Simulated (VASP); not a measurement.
# AlN (F-43m) in VASP: elastic constants with LDA

Aim: the elastic constants of AlN with LDA.

Everything below comes from runs of VASP 6.6.1. Logs are shortened: lines on timing, memory, paths and dates and some standing lists are left out, and cuts for length are marked.

## Step 1: The cell of the first run

Symmetry: F-43m, No. 216, cubic system. The conventional cell has a = 4.342 Å, b = 4.342 Å, c = 4.342 Å, α = 90.00°, β = 90.00°, γ = 90.00°. Within 2.5 Å of Al (site symmetry -43m) lie 4 N at 1.88 Å. N (site symmetry -43m) has 4 Al at 1.88 Å within 2.5 Å.

## Step 2: Elastic constants, LDA

INCAR

```
SYSTEM = AlN
ALGO     = Normal         ! electronic algorithm
EDIFF    = 1E-8           ! SCF threshold, eV
ENCUT    = 600            ! plane-wave cutoff, eV
IBRION   = 6              ! ionic algorithm
ISIF     = 3              ! what is computed and relaxed
ISMEAR   = 0              ! smearing method
LASPH    = .True.         ! aspherical terms in the spheres
LCHARG   = .False.        ! write CHGCAR
LREAL    = .False.        ! projectors in reciprocal space
LWAVE    = .False.        ! write WAVECAR
NBANDS   = 11             ! bands
NELM     = 60             ! most SCF steps
NFREE    = 2            
NSW      = 1              ! ionic steps
POTIM    = 0.015          ! step
PREC     = Accurate       ! precision mode
SIGMA    = 0.01           ! smearing width, eV
```

KPOINTS

```
k-points
0
Gamma
  10 10 10
  0 0 0
```

POSCAR

```
AlN
1.0
    2.1711430961      2.1711430961      0.0000000000
   -2.1711430961      2.1711430961      0.0000000000
    0.0000000000      2.1711430961      2.1711430961
Al N
1 1
Direct
    0.0000000000      0.0000000000      0.0000000000
    0.2500000000      0.7500000000      0.5000000000
```

Potentials or basis: VASP PAW LDA potentials, release 64 (Al, N).

On the command line:

```sh
> cat potpaw_LDA.64/Al/POTCAR potpaw_LDA.64/N/POTCAR > POTCAR
> mpirun -np 1 vasp_std > vasp.out
```

OUTCAR:

```text
SYSTEM = AlN
   EDIFF = 1E-8
   ENCUT = 600
   IBRION = 6
   ISIF = 3
   ISMEAR = 0
   LASPH = .True.
   LREAL = .False.
   NELM = 60
   NFREE = 2
   NSW = 1
   POTIM = 0.015
   PREC = Accurate

 ion  position               nearest neighbor table
   1  0.000  0.000  0.000-   2 1.88   2 1.88   2 1.88   2 1.88
   2  0.250  0.750  0.500-   1 1.88   1 1.88   1 1.88   1 1.88

  LATTYP: Found a face centered cubic cell.
 ALAT       =     4.3422861922

  Lattice vectors:

 A1 = (   0.0000000000,   2.1711430961,   2.1711430961)
 A2 = (   2.1711430961,   0.0000000000,   2.1711430961)
 A3 = (   2.1711430961,   2.1711430961,   0.0000000000)

Analysis of symmetry for initial positions (statically):
=====================================================================
 Subroutine PRICEL returns:
 Original cell was already a primitive cell.

 Routine SETGRP: Setting up the symmetry group for a
 face centered cubic supercell.

 Subroutine GETGRP returns: Found 24 space group operations
 (whereof 24 operations were pure point group operations)
 out of a pool of 48 trial point group operations.

The static configuration has the point symmetry T_d .

Analysis of symmetry for dynamics (positions and initial velocities):
=====================================================================
 Subroutine PRICEL returns:
 Original cell was already a primitive cell.

 Routine SETGRP: Setting up the symmetry group for a
 face centered cubic supercell.

 Subroutine GETGRP returns: Found 24 space group operations
 (whereof 24 operations were pure point group operations)
 out of a pool of 48 trial point group operations.

The dynamic configuration has the point symmetry T_d .

 Subroutine INISYM returns: Found 24 space group operations
 (whereof 24 operations are pure point group operations),
 and found     1 'primitive' translations

----------------------------------------------------------------------------------------

                                     Primitive cell

  volume of cell :      20.4689

  direct lattice vectors                    reciprocal lattice vectors
     2.171143096  2.171143096  0.000000000     0.230293434  0.230293434 -0.230293434
    -2.171143096  2.171143096  0.000000000    -0.230293434  0.230293434 -0.230293434
     0.000000000  2.171143096  2.171143096     0.000000000  0.000000000  0.460586869

  length of vectors
     3.070460012  3.070460012  3.070460012     0.398879929  0.398879929  0.460586869

  position of ions in fractional coordinates (direct lattice)
     0.000000000  0.000000000  0.000000000
     0.250000000  0.750000000  0.500000000

  ion indices of the primitive-cell ions
   primitive index   ion index
                 1           1
                 2           2

----------------------------------------------------------------------------------------

 KPOINTS: k-points

Automatic generation of k-mesh.
 Grid dimensions read from file:
 generate k-points for:   10   10   10

 Generating k-lattice:

[... 110 lines left out ...]

  energy without entropy =      -16.37603136  energy(sigma->0) =      -16.37603136

------------------------ aborting loop because EDIFF is reached ----------------------------------------

  FORCE on cell =-STRESS in cart. coord.  units (eV):
  Direction    XX          YY          ZZ          XY          YZ          ZX
  --------------------------------------------------------------------------------------
  -------------------------------------------------------------------------------------
  Total        0.0703886      0.0703886      0.0703886      0.0000000     -0.0000000     -0.0000000
  in kB        5.5095671      5.5095671      5.5095671      0.0000000     -0.0000000     -0.0000000
  external PRESSURE =       5.5095671 kB  Pullay stress =       0.0000000 kB
[... 89 lines left out ...]
  FREE ENERGIE OF THE ION-ELECTRON SYSTEM (eV)
  ---------------------------------------------------
  free  energy   TOTEN  =       -16.3706275893 eV

  energy  without entropy=      -16.3706275893  energy(sigma->0) =      -16.37062759

[... ionic steps 4 to 14 ...]

--------------------------------------- Ionic step       15  -------------------------------------------

 number of electron       8.0000000 magnetization

------------------------ aborting loop because EDIFF is reached ----------------------------------------
[... 67 lines left out ...]
--------------------------------------- Ionic step       17  -------------------------------------------

 number of electron       8.0000000 magnetization

 Free energy of the ion-electron system (eV)
  ---------------------------------------------------
  ext. energy  EPLUGINS =         0.00000000
  ---------------------------------------------------
  free energy    TOTEN  =       -16.37431753 eV

  energy without entropy =      -16.37431753  energy(sigma->0) =      -16.37431753

 E-fermi :   5.9710     XC(G=0): -11.3435

 val. band max:        5.9160412564   @ k =   0.0000   0.0000   0.0000
 cond. band min:       9.1072223908   @ k =   0.0000  -1.0000  -0.5000
 fundamental gap:      3.1911811344
 Fermi energy:         5.9709749806

 k-point     1 :       0.0000    0.0000    0.0000
  band No.  band energies     occupation
      1      -9.0511      2.00000
      2       5.8363      2.00000
      3       5.8766      2.00000
      4       5.9160      2.00000
      5      10.2694      0.00000
      6      18.3796      0.00000
      7      18.3850      0.00000
      8      18.3899      0.00000
      9      23.5386      0.00000
     10      23.5405      0.00000
     11      24.9644      0.00000
[... 309 lines left out ...]
 k-point    24 :       0.4000    0.3000    0.0000
  band No.  band energies     occupation
      1      -6.3293      2.00000
      2       1.2366      2.00000
      3       2.4846      2.00000
      4       4.6342      2.00000
      5      11.6268      0.00000
      6      16.0260      0.00000
      7      18.5412      0.00000
      8      19.3975      0.00000
      9      21.6324      0.00000
     10      25.1193      0.00000
     11      30.0397      0.00000

 [... further k-points ...]

------------------------ aborting loop because EDIFF is reached ----------------------------------------

  FORCE on cell =-STRESS in cart. coord.  units (eV):
  Direction    XX          YY          ZZ          XY          YZ          ZX
  --------------------------------------------------------------------------------------
  -------------------------------------------------------------------------------------
  Total        0.0702701      0.0762809      0.0762809      0.0000000      0.1454688     -0.0000000
  in kB        5.5002905      5.9707803      5.9707803      0.0000000     11.3863677     -0.0000000
  external PRESSURE =       5.8139504 kB  Pullay stress =       0.0000000 kB
[... 17 lines left out ...]
  FREE ENERGIE OF THE ION-ELECTRON SYSTEM (eV)
  ---------------------------------------------------
  free  energy   TOTEN  =       -16.3743175319 eV

  energy  without entropy=      -16.3743175319  energy(sigma->0) =      -16.37431753

 INTERNAL STRAIN TENSORS FROM STRAINED CELLS
 ============================================

 INTERNAL STRAIN TENSOR FOR ION    1 for displacements in x,y,z  (eV/Angst):
          X           Y           Z          XY          YZ          ZX
  --------------------------------------------------------------------------------
  x    -0.00000     0.00000     0.00000     0.00000     9.69989     0.00000
  y     0.00000    -0.00000     0.00000    -0.00000     0.00000     9.70146
  z    -0.00000     0.00000     0.00000     9.69941    -0.00000     0.00000

 INTERNAL STRAIN TENSORS FROM DISPLACED ATOMS
 ============================================

 INTERNAL STRAIN TENSOR FOR ION    1 for displacements in x,y,z  (eV/Angst):
          X           Y           Z          XY          YZ          ZX
  --------------------------------------------------------------------------------
  x     0.00000    -0.00000    -0.00000     0.00000     9.70835    -0.00000
  y     0.00000     0.00000     0.00000    -0.00000     0.00000     9.70835
  z    -0.00000    -0.00000     0.00000     9.70835    -0.00000    -0.00000

 INTERNAL STRAIN TENSOR FOR ION    2 for displacements in x,y,z  (eV/Angst):
          X           Y           Z          XY          YZ          ZX
  --------------------------------------------------------------------------------
  x     0.00000     0.00000     0.00000    -0.00000    -9.69545    -0.00000
  y     0.00000     0.00000     0.00000    -0.00000    -0.00000    -9.69545
  z     0.00000     0.00000     0.00000    -9.69545    -0.00000     0.00000

 Eigenvectors and eigenvalues of the dynamical matrix
 ----------------------------------------------------

   1 f  =   20.096130 THz   126.267706 2PiTHz  670.334727 cm-1    83.110876 meV
             X         Y         Z           dx          dy          dz
      0.000000  0.000000  0.000000     0.000000    0.584558    0.000000
     -1.085572  3.256715  1.085572     0.000000   -0.811352    0.000000
[... 21 lines left out ...]
   6 f/i=    0.001499 THz     0.009416 2PiTHz    0.049988 cm-1     0.006198 meV
             X         Y         Z           dx          dy          dz
      0.000000  0.000000  0.000000     0.811352   -0.000000    0.000000
     -1.085572  3.256715  1.085572     0.584558    0.000000    0.000000

--------------------------------------------------------------------------------------------------------

 ELASTIC MODULI CONTR FROM IONIC RELAXATION (kBar)
 Direction    XX          YY          ZZ          XY          YZ          ZX
 --------------------------------------------------------------------------------
 XX          -0.0000     -0.0000     -0.0000      0.0000     -0.0000     -0.0000
 YY          -0.0000     -0.0000     -0.0000      0.0000      0.0000      0.0000
 ZZ          -0.0000     -0.0000     -0.0000     -0.0000      0.0000     -0.0000
 XY           0.0000      0.0000     -0.0000   -483.6821     -0.0000     -0.0000
 YZ          -0.0000      0.0000      0.0000     -0.0000   -483.6821      0.0000
 ZX          -0.0000      0.0000     -0.0000     -0.0000      0.0000   -483.6821
 --------------------------------------------------------------------------------

 TOTAL ELASTIC MODULI (kBar)
 Direction    XX          YY          ZZ          XY          YZ          ZX
 --------------------------------------------------------------------------------
 XX        3008.6724   1682.0961   1682.0961     -0.0000     -0.0000      0.0000
 YY        1682.0961   3008.6724   1682.0961      0.0000      0.0000     -0.0000
 ZZ        1682.0961   1682.0961   3008.6724     -0.0000      0.0000     -0.0000
 XY          -0.0000      0.0000     -0.0000   1880.8313     -0.0000     -0.0000
 YZ          -0.0000      0.0000      0.0000     -0.0000   1880.8313      0.0000
 ZX           0.0000     -0.0000     -0.0000     -0.0000      0.0000   1880.8313
 --------------------------------------------------------------------------------
```

Wall time 4.2 min (1 thread of Intel Xeon 6975P-C (Granite Rapids), shared host); peak memory 0.25 GiB.

What came out:

| Quantity | Value |
| --- | --- |
| Elastic constants C11, C12, C44 | 301, 168, 188 GPa |
| Voigt bulk modulus | 212 GPa |
| Highest phonon frequency at Γ, LO-TO splitting left out | 670 cm⁻¹ |

Phonon frequencies in cm⁻¹ (negative: imaginary):
```tsv
q point	frequencies
(0.000, 0.000, 0.000)	0 0 0 670 670 670
```

Elastic tensor in Voigt notation (GPa, in the Cartesian axes of the cell as first typed):
```
301 168 168   0   0   0
168 301 168   0   0   0
168 168 301   0   0   0
  0   0   0 188   0   0
  0   0   0   0 188   0
  0   0   0   0   0 188
```

Clamped-ion elastic tensor (GPa):
```
301 168 168   0   0   0
168 301 168   0   0   0
168 168 301   0   0   0
  0   0   0 236   0   0
  0   0   0   0 236   0
  0   0   0   0   0 236
```
